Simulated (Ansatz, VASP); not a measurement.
This is a calculation of K for VASP 6.6.1.

Contents of INCAR:

```
ALGO = Normal
EDIFF = 1E-6
ENCUT = 520
GGA = PE
ISIF = 2
ISMEAR = -1
LASPH = True
LCHARG = False
LREAL = False
LWAVE = False
NBANDS = 10
NELM = 60
PREC = Accurate
SIGMA = 0.05
```

The input KPOINTS:

```
k-points
0
Gamma
  7 7 7
```

POSCAR

```
K
1.0
   -2.6975585167      2.6975585167      2.7515096870
    2.6975585167     -2.6975585167      2.7515096870
    2.6975585167      2.6975585167     -2.7515096870
K
1
Direct
    0.0000000000      0.0000000000      0.0000000000
```

Potentials or basis: VASP PAW PBE potentials, release 64 (K_sv).

Run with:

```sh
$ cat potpaw_PBE.64/K_sv/POTCAR > POTCAR
$ mpirun -np 1 vasp_std > vasp.out
```

Set up the same calculation for Ansatz 0.2.0. Potentials there: all-electron LAPW, scalar-relativistic.

As run (the cutoff follows the program's own potentials):

File input.yaml:

```yaml
crystal:
  lattice:
    - [-2.6975585167, 2.6975585167, 2.751509687]
    - [2.6975585167, -2.6975585167, 2.751509687]
    - [2.6975585167, 2.6975585167, -2.751509687]
  atoms:
    - { symbol: K, position: [0.0, 0.0, 0.0] }
kpoints:
  mp_grid: { grid: [7, 7, 7] }
scf:
  occupations: { method: fermi_dirac, width: 0.05 }
hamiltonian:
  xc: pbe
  pseudopotentials: { kind: all_electron, lapw: { basis_error: 0.001 } }
output:
  forces: true
  stress: true
  eigenvalues: true
```

Potentials or basis: all-electron LAPW, scalar-relativistic.

Launch:

```bash
$ ansatz run input.yaml --threads 1 --pin off --max-ram 3072MiB --backend cpu --events-out ev --progress --plain --runs-dir out
```

Both were run:

|  | VASP | Ansatz | Ansatz less VASP |
| --- | --- | --- | --- |
| gap on the k mesh at the Fermi level (eV) | none | none | - |
| pressure (GPa) | -0.3 | -0.3 | +0.01 |

A gap of «none» marks a metal or a gap that the smearing closes. Ansatz ran all-electron here, and VASP with PAW potentials.
